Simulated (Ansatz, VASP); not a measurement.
LaBi in VASP and in Ansatz

```
La Bi
1.0
     0.00000    3.36780    3.36780
     3.36780    0.00000    3.36780
     3.36780    3.36780    0.00000
La Bi
1 1
Cartesian
  0.0000 0.0000 0.0000
  3.3678 3.3678 3.3678
```

Alike in both runs: task single point; functional LDA; k mesh 6 × 6 × 6; no spin polarisation.

|  | VASP | Ansatz |
| --- | --- | --- |
| version | VASP 6.6.1 | Ansatz 0.2.0 |
| potentials or method | VASP PAW LDA potentials, release 64 (La, Bi_d), cutoff 520 eV | plane waves, PAW |
| occupations | methfessel-paxton of order 1, width 0.05 eV | cold, width 0.05 eV |
| valence electrons in the cell | 26 | 26 |

|  | VASP | Ansatz | Ansatz less VASP |
| --- | --- | --- | --- |
| pressure (GPa) | -4.7 | -4.7 | -0.02 |

LDA's correlation is that of Perdew and Zunger in VASP and of Perdew and Wang (1992) in Ansatz.

Spin-orbit coupling is off throughout.
